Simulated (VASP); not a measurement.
Here is a VASP 6.6.1 calculation.

Contents of INCAR:

```
PREC = Accurate
ENCUT = 520
EDIFF = 1E-6
ISMEAR = 0
SIGMA = 0.1
LREAL = False
LASPH = True
NELM = 60
ALGO = Normal
ISIF = 2
LWAVE = False
LCHARG = False
LDIPOL = True
IDIPOL = 3
DIPOL = 0.5 0.5 0.500
GGA = PE
NBANDS = 46
```

Contents of KPOINTS:

```
regular mesh
0
Gamma
  13 9 1
```

Contents of POSCAR:

```
Ir
1.0
    2.7369673413      0.0000000000      0.0000000000
    0.0000000000      3.8706563338      0.0000000000
    0.0000000000      0.0000000000     24.5793856945
Ir
8
Direct
    0.5000000000      0.5000000000      0.3051337447
    0.0000000000      0.0000000000      0.3608098177
    0.5000000000      0.5000000000      0.4164858906
    0.0000000000      0.0000000000      0.4721619635
    0.5000000000      0.5000000000      0.5278380365
    0.0000000000      0.0000000000      0.5835141094
    0.5000000000      0.5000000000      0.6391901823
    0.0000000000      0.0000000000      0.6948662553
```

Potentials or basis: VASP PAW PBE potentials, release 64 (Ir).

Run with:

```console
$ cat potpaw_PBE.64/Ir/POTCAR > POTCAR
$ mpirun -np 1 vasp_std > vasp.out
```

**Question.** Estimate the largest force.

**Answer.** 1.530 eV/Å.

**Question.** What does it give for the band gap on the k mesh?

**Answer.** Zero (bands 36 and 37 overlap by 1.21 eV).

Forces in eV/Å, atoms in the order of the input:
```
Ir   0.000  0.000  1.530
Ir   0.000  0.000 -0.954
Ir   0.000  0.000 -0.454
Ir   0.000  0.000  0.521
Ir   0.000  0.000 -0.521
Ir   0.000  0.000  0.454
Ir   0.000  0.000  0.954
Ir   0.000  0.000 -1.530
```

Caveat: spin-orbit coupling is left out, which moves the levels of the heavy elements.
